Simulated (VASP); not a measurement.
Runs of VASP 6.6.1 on KMgF3. The structure is that of space group Pm-3m (No. 221), or close to it. The cells are those of the table. 

```csv
level,cell,gap on the mesh (eV),pressure (GPa)
r2SCAN,"a = 3.980 Å, 5 atoms",8.28,-0.6
PBE,"a = 4.094 Å, 5 atoms",(a),-2.2
r2SCAN,"a = 4.058 Å, 5 atoms",(c),-4.6
PBE,"a = 4.054 Å, 5 atoms",6.93,-0.4
r2SCAN,"a = 4.020 Å, 5 atoms",(b),-2.7
```

Alike in all rows: task single point; potentials or basis VASP PAW PBE potentials, release 64 (K_sv, Mg, F); no spin polarisation; k mesh 6 × 6 × 6; cutoff (eV) 520; smearing gaussian 0.01 eV.

Task: Fill in the values left out.

Result: (a) 6.72; (b) 8.05; (c) 7.83.

Caveats: the PAW data sets were made with another functional, which shifts forces and pressure a little (some runs).

A k mesh can miss the band edges.
